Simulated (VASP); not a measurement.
CaO:

```
CELL_PARAMETERS angstrom
2.93386 0.00000 0.00000
0.00000 2.93386 0.00000
0.00000 0.00000 2.93386
ATOMIC_POSITIONS crystal
Ca 0.00000 0.00000 0.00000
O 0.50000 0.50000 0.50000
```

| Property | Result |
| --- | --- |
| Program | VASP 6.6.1 |
| Task | relaxation of cell and atoms |
| Functional | r2SCAN |
| Potentials or basis | VASP PAW PBE potentials, release 64 (Ca_sv, O) |
| Cutoff | 600 eV |
| k mesh | 8 × 8 × 8 |
| Occupations | fermi-dirac, width 0.02 eV |
| Spin | no spin polarisation |

At the start: pressure -2.8 GPa; volume 12.63 Å³/atom.

Problem. How do energy, volume and symmetry change on relaxing?

Solution. Over 3 steps the energy falls by 2.7 meV/atom and the volume is 12.33 Å³/atom (-2.4 %); space group Pm-3m (No. 221, to 0.05 Å).

Step by step:
| step | energy change (eV) | largest force (eV/Å) | pressure (GPa) | volume (Å³) |
| --- | --- | --- | --- | --- |
| 1 | 0.0000 | 0.0000 | -2.78 | 25.25 |
| 2 | -0.0048 | 0.0000 | 0.97 | 24.46 |
| 3 | -0.0053 | 0.0000 | 0.00 | 24.65 |

Final structure:
```
CELL_PARAMETERS angstrom
2.91040 0.00000 0.00000
0.00000 2.91040 0.00000
0.00000 0.00000 2.91040
ATOMIC_POSITIONS crystal
Ca 0.00000 0.00000 0.00000
O 0.50000 0.50000 0.50000
```

Caveat: the PAW data sets were made with another functional, which shifts forces and pressure a little.
